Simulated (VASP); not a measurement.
Write the native input for VASP 6.6.1 that does the following.

```
Task                   : single point
Functional             : LDA
Potentials or basis    : VASP PAW LDA potentials, release 64 (B, P)
Cutoff                 : 500 eV
k mesh                 : 10 × 10 × 10
Occupations            : gaussian, width 0.02 eV
Spin                   : no spin polarisation
Dipole correction      : no
Further INCAR settings : ALGO = Normal; EDIFF = 1e-06; NBANDS = 11
```

The structure of BP (l.bA) lies in POSCAR:

```
BP
1.0
    0.0000000000      2.2453789977      2.2453789977
    2.2453789977      0.0000000000      2.2453789977
    2.2453789977      2.2453789977      0.0000000000
B P
1 1
Direct
    0.0000000000      0.0000000000      0.0000000000
    0.2500000000      0.2500000000      0.2500000000
```

The input as run:

INCAR

```
SYSTEM = BP
PREC     = Accurate       ! precision mode
ENCUT    = 500            ! plane-wave cutoff, eV
EDIFF    = 1E-6           ! SCF threshold, eV
ISMEAR   = 0              ! smearing method
SIGMA    = 0.02           ! smearing width, eV
LREAL    = .False.        ! projectors in reciprocal space
LASPH    = .True.         ! aspherical terms in the spheres
NELM     = 120            ! most SCF steps
ALGO     = Normal         ! electronic algorithm
ISIF     = 2              ! what is computed and relaxed
LWAVE    = .False.        ! write WAVECAR
LCHARG   = .False.        ! write CHGCAR
NBANDS   = 11             ! bands
GGA_COMPAT= .False.
```

KPOINTS

```
Automatic mesh
0
Gamma
  10 10 10
  0 0 0
```

Potentials or basis: VASP PAW LDA potentials, release 64 (B, P).

Command:

```bash
$ cat potpaw_LDA.64/B/POTCAR potpaw_LDA.64/P/POTCAR > POTCAR
$ mpirun -np 1 vasp_std > vasp.out
```

It gave:

```
Pressure               : -0.1 GPa
Band gap on the k mesh : 1.15 eV, indirect (least direct gap 3.43 eV)
```

Run time: 3.6 s on 1 thread of Intel(R) Xeon(R) 6975P-C (Granite Rapids) (shared host), peak memory 0.12 GiB.
